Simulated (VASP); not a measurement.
# CdSe (Pm-3m) in VASP: vibrations by perturbation theory with LDA

Aim: the vibrations by perturbation theory of CdSe with LDA.

All numbers are computed with VASP 6.6.1; they aren't measurements. Logs are shortened: lines on timing, memory, paths and dates and some standing lists are left out, and cuts for length are marked.

### Step 1. The cell of the first run

It takes space group Pm-3m (No. 221, cubic). Conventional cell: a = 3.557 Å, b = 3.557 Å, c = 3.557 Å, α = 90.00°, β = 90.00°, γ = 90.00°. Cd (site symmetry m-3m) has 8 Se at 3.08 Å and 6 Cd at 3.56 Å within 4.1 Å. Se (site symmetry m-3m) has 8 Cd at 3.08 Å and 6 Se at 3.56 Å within 4.1 Å.

### Step 2. Vibrations by perturbation theory, LDA

File INCAR:

```
SYSTEM = CdSe
PREC     = Accurate       ! precision mode
ENCUT    = 520            ! plane-wave cutoff, eV
EDIFF    = 1E-8           ! SCF threshold, eV
ISMEAR   = -1             ! smearing method
SIGMA    = 0.05           ! smearing width, eV
LREAL    = .FALSE.        ! projectors in reciprocal space
LASPH    = .TRUE.         ! aspherical terms in the spheres
NELM     = 60             ! most SCF steps
ALGO     = Normal         ! electronic algorithm
ISIF     = 2              ! what is computed and relaxed
LWAVE    = .FALSE.        ! write WAVECAR
LCHARG   = .TRUE.         ! write CHGCAR
NBANDS   = 16             ! bands
IBRION   = 8              ! ionic algorithm
NSW      = 1              ! ionic steps
```

File KPOINTS:

```
Automatic mesh
0
G
  6 6 6
  0 0 0
```

File POSCAR:

```
CdSe
1.0
    3.5568600000      0.0000000000      0.0000000000
    0.0000000000      3.5568600000      0.0000000000
    0.0000000000      0.0000000000      3.5568600000
Cd Se
1 1
Direct
    0.5000000000      0.5000000000      0.5000000000
    0.0000000000      0.0000000000      0.0000000000
```

Potentials or basis: VASP PAW LDA potentials, release 64 (Cd, Se).

On the command line:

```bash
> cat potpaw_LDA.64/Cd/POTCAR potpaw_LDA.64/Se/POTCAR > POTCAR
> mpirun -np 1 vasp_std > vasp.out
```

OUTCAR:

```text
SYSTEM = CdSe
   PREC = Accurate
   ENCUT = 520
   EDIFF = 1E-8
   ISMEAR = -1
   LREAL = .FALSE.
   LASPH = .TRUE.
   NELM = 60
   ISIF = 2
   IBRION = 8
   NSW = 1

 ion  position               nearest neighbor table
   1  0.500  0.500  0.500-   2 3.08   2 3.08   2 3.08   2 3.08   2 3.08   2 3.08   2 3.08   2 3.08

   2  0.000  0.000  0.000-   1 3.08   1 3.08   1 3.08   1 3.08   1 3.08   1 3.08   1 3.08   1 3.08

  LATTYP: Found a simple cubic cell.
 ALAT       =     3.5568600000

  Lattice vectors:

 A1 = (   3.5568600000,   0.0000000000,   0.0000000000)
 A2 = (   0.0000000000,   3.5568600000,   0.0000000000)
 A3 = (   0.0000000000,   0.0000000000,   3.5568600000)

Analysis of symmetry for initial positions (statically):
=====================================================================
 Subroutine PRICEL returns:
 Original cell was already a primitive cell.

 Routine SETGRP: Setting up the symmetry group for a
 simple cubic supercell.

 Subroutine GETGRP returns: Found 48 space group operations
 (whereof 48 operations were pure point group operations)
 out of a pool of 48 trial point group operations.

The static configuration has the point symmetry O_h .

Analysis of symmetry for dynamics (positions and initial velocities):
=====================================================================
 Subroutine PRICEL returns:
 Original cell was already a primitive cell.

 Routine SETGRP: Setting up the symmetry group for a
 simple cubic supercell.

 Subroutine GETGRP returns: Found 48 space group operations
 (whereof 48 operations were pure point group operations)
 out of a pool of 48 trial point group operations.

The dynamic configuration has the point symmetry O_h .

 Subroutine INISYM returns: Found 48 space group operations
 (whereof 48 operations are pure point group operations),
 and found     1 'primitive' translations

----------------------------------------------------------------------------------------

                                     Primitive cell

  volume of cell :      44.9987

  direct lattice vectors                    reciprocal lattice vectors
     3.556860000  0.000000000  0.000000000     0.281146854  0.000000000  0.000000000
     0.000000000  3.556860000  0.000000000     0.000000000  0.281146854  0.000000000
     0.000000000  0.000000000  3.556860000     0.000000000  0.000000000  0.281146854

  length of vectors
     3.556860000  3.556860000  3.556860000     0.281146854  0.281146854  0.281146854

  position of ions in fractional coordinates (direct lattice)
     0.500000000  0.500000000  0.500000000
     0.000000000  0.000000000  0.000000000

  ion indices of the primitive-cell ions
   primitive index   ion index
                 1           1
                 2           2

----------------------------------------------------------------------------------------

 KPOINTS: Automatic mesh

Automatic generation of k-mesh.
 Grid dimensions read from file:
 generate k-points for:    6    6    6

 Generating k-lattice:

  Cartesian coordinates                     Fractional coordinates (reciprocal lattice)
     0.046857809  0.000000000  0.000000000     0.166666667  0.000000000  0.000000000
     0.000000000  0.046857809  0.000000000     0.000000000  0.166666667  0.000000000
     0.000000000  0.000000000  0.046857809     0.000000000  0.000000000  0.166666667

  Length of vectors
     0.046857809  0.046857809  0.046857809

  Shift w.r.t. Gamma in fractional coordinates (k-lattice)
     0.000000000  0.000000000  0.000000000

 Subroutine IBZKPT returns following result:
 ===========================================

 Found     20 irreducible k-points:

 Following reciprocal coordinates:
            Coordinates               Weight
  0.000000  0.000000  0.000000      1.000000
  0.166667  0.000000  0.000000      6.000000
  0.333333  0.000000  0.000000      6.000000
  0.500000  0.000000  0.000000      3.000000
  0.166667  0.166667  0.000000     12.000000
  0.333333  0.166667  0.000000     24.000000
[... 12 lines left out ...]
  0.500000  0.500000  0.333333      6.000000
  0.500000  0.500000  0.500000      1.000000
   k-points           NKPTS =     20   k-points in BZ     NKDIM =     20   number of bands    NBANDS=     16
   number of dos      NEDOS =    301   number of ions     NIONS =      2
   total plane-waves  NPLWV =  21952
   dimension x,y,z NGX =    28 NGY =   28 NGZ =   28
   dimension x,y,z NGXF=    56 NGYF=   56 NGZF=   56
   ions per type =               1   1
   NGX,Y,Z   is equivalent  to a cutoff of  13.09, 13.09, 13.09 a.u.
   NGXF,Y,Z  is equivalent  to a cutoff of  26.17, 26.17, 26.17 a.u.
 SYSTEM =  CdSe
   PREC   = accura    normal or accurate (medium, high low for compatibility)
   ISTART =      0    job   : 0-new  1-cont  2-samecut
   ICHARG =      2    charge: 1-file 2-atom 10-const
   ISPIN  =      1    spin polarized calculation?
   LNONCOLLINEAR =      F non collinear calculations
   LSORBIT =      F    spin-orbit coupling
   LASPH  =      T    aspherical Exc in radial PAW
   ENCUT  =  520.0 eV  38.22 Ry    6.18 a.u.   6.61  6.61  6.61*2*pi/ulx,y,z
   NELM   =     60;   NELMIN=  2; NELMDL= -5     # of ELM steps
   EDIFF  = 0.1E-07   stopping-criterion for ELM
   LREAL  =      F    real-space projection
   EDIFFG = 0.1E-06   stopping-criterion for IOM
   NSW    =      1    number of steps for IOM
   IBRION =      8    ionic relax: 0-MD 1-quasi-New 2-CG
   NFREE  =      0    steps in history (QN), initial steepest desc. (CG)
   ISIF   =      2    stress and relaxation
   ISYM   =      2    0-nonsym 1-usesym 2-fastsym
   POTIM  = 0.5000    time-step for ionic-motion
   TEBEG  =    0.0;   TEEND  =   0.0 temperature during run
   PSTRESS=    0.0 pullay stress
   NELECT =      18.0000    total number of electrons
   NUPDOWN=      -1.0000    fix difference up-down
   EMIN   =  10.00;   EMAX   =-10.00  energy-range for DOS
   EFERMI =   0.00;   METHOD = LEGACY
   ISMEAR =    -1;   SIGMA  =   0.05  broadening in eV -4-tet -1-fermi 0-gaus
   EFERMI_NEDOS =   21; number of points for ismear=-14 and -15
   IALGO  =     38    algorithm
   IMIX   =      4    mixing-type and parameters
     AMIX     =   0.40;   BMIX     =  1.00
     AMIX_MAG =   1.60;   BMIX_MAG =  1.00
  volume/ion in A,a.u.               =      22.50       151.83
  Fermi-wavevector in a.u.,A,eV,Ry     =   1.206236  2.279455 19.796543  1.455005
  Thomas-Fermi vector in A             =   2.341909
   LORBIT       =      0    0 simple, 1 ext, 2 COOP (PROOUT), +10 PAW based schemes
   GGA     = CA    functional components
   LHFCALC =     F    Hartree Fock is set to
   AEXX    =    0.0000 exact exchange contribution
   IVDW    =     0    specifies the selected vdW correction
   LEPSILON=     F    determine dielectric tensor
   LRPA    =     F    only Hartree local field effects (RPA)
 non-spin polarized calculation
  energy-cutoff  :      520.00
  volume of cell :       45.00
 maximum number of plane-waves:      1233
 NGX is ok and might be reduce to    28
   NGX = 13   NGY = 13   NGZ = 13

--------------------------------------- Ionic step        1  -------------------------------------------

 number of electron      17.9999990 magnetization

 Free energy of the ion-electron system (eV)
  ---------------------------------------------------
  ext. energy  EPLUGINS =         0.00000000
  ---------------------------------------------------
  free energy    TOTEN  =        -5.60174461 eV

  energy without entropy =       -5.58368916  energy(sigma->0) =       -5.59271688

 E-fermi :   3.1447     XC(G=0): -10.7067

 val. band max:        2.9358438832   @ k =   0.3333   0.1667   0.0000
 cond. band min:       3.1615639946   @ k =   0.3333   0.3333   0.0000
 fundamental gap:      0.2257201113
 Fermi energy:         3.1446716818

 k-point     1 :       0.0000    0.0000    0.0000
  band No.  band energies     occupation
      1     -10.4813      2.00000
      2      -5.4872      2.00000
      3      -5.4872      2.00000
      4      -5.0637      2.00000
      5      -5.0637      2.00000
      6      -5.0637      2.00000
[... 359 lines left out ...]
      5      -4.8904      2.00000
      6      -4.8904      2.00000
[... 8 lines left out ...]
     15      19.8046      0.00000
     16      19.8046      0.00000

------------------------ aborting loop because EDIFF is reached ----------------------------------------

  FORCE on cell =-STRESS in cart. coord.  units (eV):
  Direction    XX          YY          ZZ          XY          YZ          ZX
  --------------------------------------------------------------------------------------
  -------------------------------------------------------------------------------------
  Total       -1.5974148     -1.5974148     -1.5974148     -0.0000000     -0.0000000      0.0000000
  in kB      -56.8758586    -56.8758586    -56.8758586     -0.0000000     -0.0000000      0.0000000
  external PRESSURE =     -56.8758586 kB  Pullay stress =       0.0000000 kB

 VOLUME and BASIS-vectors are now :
 -----------------------------------------------------------------------------
  energy-cutoff  :      520.00
  volume of cell :       45.00
      direct lattice vectors                 reciprocal lattice vectors
     3.556860000  0.000000000  0.000000000     0.281146854  0.000000000  0.000000000
     0.000000000  3.556860000  0.000000000     0.000000000  0.281146854  0.000000000
     0.000000000  0.000000000  3.556860000     0.000000000  0.000000000  0.281146854

 POSITION                                       TOTAL-FORCE (eV/Angst)
 -----------------------------------------------------------------------------------
      1.77843      1.77843      1.77843         0.000000      0.000000      0.000000
      0.00000      0.00000      0.00000         0.000000      0.000000      0.000000
 -----------------------------------------------------------------------------------
    total drift:                                0.000000      0.000000      0.000000

  FREE ENERGIE OF THE ION-ELECTRON SYSTEM (eV)
  ---------------------------------------------------
  free  energy   TOTEN  =        -5.6017446065 eV

  energy  without entropy=       -5.5836891613  energy(sigma->0) =       -5.59271688

[... ionic steps 2 to 3 ...]

--------------------------------------- Ionic step        4  -------------------------------------------

------------------------ aborting loop because EDIFF is reached ----------------------------------------

[... ionic steps 5 to 6 ...]

--------------------------------------- Ionic step        7  -------------------------------------------

 Free energy of the ion-electron system (eV)
  ---------------------------------------------------
  ---------------------------------------------------
  free energy    TOTEN  =        -0.08046824 eV

  energy without entropy =       -0.08046824

------------------------ aborting loop because EDIFF is reached ----------------------------------------

 INTERNAL STRAIN TENSOR  FOR ION    2  DIRECTION 1   (eV/Angst):
 -----------------------------------------------------------------------------
    -0.03541  0.00000 -0.00000
    -0.00000  0.02126  0.00000
     0.00000  0.00000  0.02126

 INTERNAL STRAIN TENSOR FOR ION    2 for displacements in x,y,z  (eV/Angst):
          X           Y           Z          XY          YZ          ZX
  --------------------------------------------------------------------------------
  x     0.00000     0.00000     0.00000     0.00000     0.00000     0.00000
  y     0.00000     0.00000     0.00000     0.00000     0.00000     0.00000
  z     0.00000     0.00000     0.00000     0.00000     0.00000     0.00000

 SECOND DERIVATIVES (NOT SYMMETRIZED)
 ------------------------------------
               1X          1Y          1Z          2X          2Y          2Z
  1X     0.392235   -0.000000    0.000000   -0.392235    0.000000    0.000000
  1Y     0.000000    0.392235   -0.000000    0.000000   -0.392235    0.000000
  1Z    -0.000000    0.000000    0.392235    0.000000    0.000000   -0.392235
  2X    -0.341527   -0.000000   -0.000000    0.341527    0.000000    0.000000
  2Y    -0.000000   -0.341527   -0.000000    0.000000    0.341527    0.000000
  2Z    -0.000000   -0.000000   -0.341527    0.000000    0.000000    0.341527

 Eigenvectors and eigenvalues of the dynamical matrix
 ----------------------------------------------------

   1 f  =    0.047564 THz     0.298854 2PiTHz    1.586566 cm-1     0.196709 meV
             X         Y         Z           dx          dy          dz
      1.778430  1.778430  1.778430    -0.719020   -0.013645   -0.190231
      0.000000  0.000000  0.000000    -0.645970   -0.012258   -0.170904
[... 21 lines left out ...]
   6 f/i=    1.382806 THz     8.688427 2PiTHz   46.125445 cm-1     5.718824 meV
             X         Y         Z           dx          dy          dz
      1.778430  1.778430  1.778430     0.668308   -0.000000   -0.000000
      0.000000  0.000000  0.000000    -0.743885    0.000000   -0.000000

--------------------------------------------------------------------------------------------------------

 ELASTIC MODULI CONTR FROM IONIC RELAXATION (kBar)
 Direction    XX          YY          ZZ          XY          YZ          ZX
 --------------------------------------------------------------------------------
 XX           0.0000      0.0000      0.0000      0.0000      0.0000      0.0000
 YY           0.0000      0.0000      0.0000      0.0000      0.0000      0.0000
 ZZ           0.0000      0.0000      0.0000      0.0000      0.0000      0.0000
 XY           0.0000      0.0000      0.0000      0.0000      0.0000      0.0000
 YZ           0.0000      0.0000      0.0000      0.0000      0.0000      0.0000
 ZX           0.0000      0.0000      0.0000      0.0000      0.0000      0.0000
 --------------------------------------------------------------------------------
```

It took 1.7 min on 1 thread of Intel Xeon 8259CL, shared host; peak memory 0.21 GiB.

What came out:

| Quantity | Value |
| --- | --- |
| Highest phonon frequency at Γ, LO-TO splitting left out | 2 cm⁻¹ |
| Most unstable mode | 46i cm⁻¹ |

Phonon frequencies in cm⁻¹ (negative: imaginary):
| q point | frequencies |
| --- | --- |
| (0.000, 0.000, 0.000) | -46 -46 -46 2 2 2 |

Caveat: the cell stands under pressure or tension, which shifts response properties; some modes are imaginary.
